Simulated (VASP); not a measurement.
HfZrS4:

```
Zr Hf S
1.0
     3.66817    0.00000    0.00000
    -1.83408    3.17673    0.00000
     0.00000    0.00000   13.58935
Zr Hf S
1 1 4
Direct
  0.00000 0.00000 0.00000
  0.00000 0.00000 0.50000
  0.66667 0.33333 0.39410
  0.66667 0.33333 0.89283
  0.33333 0.66667 0.10717
  0.33333 0.66667 0.60590
```

Base run:

- Program: VASP 6.6.1
- Functional: r2SCAN
- Potentials or basis: VASP PAW PBE potentials, release 64 (Zr_sv, Hf_pv, S)
- Cutoff: 520 eV
- k mesh: 12 × 12 × 2
- Occupations: gaussian, width 0.02 eV
- Spin: no spin polarisation

Its results: band gap on the k mesh 1.46 eV (least direct gap 2.02 eV); pressure -1.0 GPa; largest force 0.250 eV/Å.

Problem. The run is repeated on the same cell with these changes: functional from r2SCAN to PBE; further incar settings from ALGO = Normal; EDIFF = 1e-06; NBANDS = 32 to ALGO = Normal; EDIFF = 1e-07; NBANDS = 32. What comes out?

Solution. Band gap on the k mesh 1.13 eV (least direct gap 1.69 eV); pressure -0.3 GPa; largest force 0.066 eV/Å.

Caveats: spin-orbit coupling is left out, which moves the levels of the heavy elements; the PAW data sets were made with another functional, which shifts forces and pressure a little (at least some runs); this functional lacks dispersion, which binds the layers, so the pressure and a relaxed spacing across them are unreliable (at least some runs).

A k mesh can miss the band edges.
